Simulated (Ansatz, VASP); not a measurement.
CuP in VASP and in Ansatz

```
Cu P
1.0
     0.00000    2.40223    2.40223
     2.40223    0.00000    2.40223
     2.40223    2.40223    0.00000
Cu P
1 1
Direct
  0.50000 0.50000 0.50000
  0.00000 0.00000 0.00000
```

Alike in both runs: task single point; functional PBEsol; k mesh 12 × 12 × 12; occupations gaussian, width 0.05 eV; no spin polarisation.

|  | VASP | Ansatz |
| --- | --- | --- |
| version | VASP 6.6.1 | Ansatz 0.2.0 |
| potentials or method | VASP PAW PBE potentials, release 64 (Cu, P), cutoff 520 eV | scalar-relativistic, plane waves, PAW |
| valence electrons in the cell | 16 | 24 |

```tsv
	VASP	Ansatz	Ansatz less VASP
gap on the k mesh at the Fermi level (eV)	none	none	-
pressure (GPa)	-2.2	-2.5	-0.26
```

VASP's potentials were made for PBE, not for PBEsol. A gap of «none» marks a metal or a gap that the smearing closes. VASP's potentials hold 16 valence electrons a cell and Ansatz's 24, so a difference there can come from the potentials and not from the codes.
